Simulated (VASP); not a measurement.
Crystal: NaCl.

```
Na Cl
1.0
     0.00000    2.86739    2.92532
     2.86739    0.00000    2.92532
     2.86739    2.86739    0.00000
Na Cl
1 1
Direct
  0.00000 0.00000 0.00000
  0.50000 0.50000 0.50000
```

- Program: VASP 6.6.1
- Task: relaxation of cell and atoms
- Functional: PBE
- Potentials or basis: VASP PAW PBE potentials, release 64 (Na_pv, Cl)
- Cutoff: 500 eV
- k mesh: 4 × 4 × 4
- Occupations: gaussian, width 0.01 eV
- Spin: no spin polarisation

At the start: pressure -0.9 GPa; volume 24.05 Å³/atom.

How do energy, volume and symmetry change on relaxing?

Over 6 steps the energy falls by 3.4 meV/atom and the volume is 23.07 Å³/atom (-4.1 %); space group Fm-3m (No. 225, to 0.1 Å) before and after.

Step by step:
```
step  energy change (eV)  largest force (eV/Å)  pressure (GPa)  volume (Å³)
   1              0.0000                0.0000           -0.89        48.10
   2             -0.0044                0.0000           -0.49        47.18
   3             -0.0063                0.0000            0.01        46.16
   4             -0.0064                0.0000            0.06        46.07
   5             -0.0066                0.0000            0.05        46.09
   6             -0.0068                0.0000            0.02        46.13
```

Final structure:
```
Na Cl
1.0
     0.00000    2.84807    2.84364
     2.84807    0.00000    2.84364
     2.84807    2.84807    0.00000
Na Cl
1 1
Direct
  0.00000 0.00000 0.00000
  0.50000 0.50000 0.50000
```

Caveat: the k points lie up to 0.48 Å⁻¹ apart in the final cell.
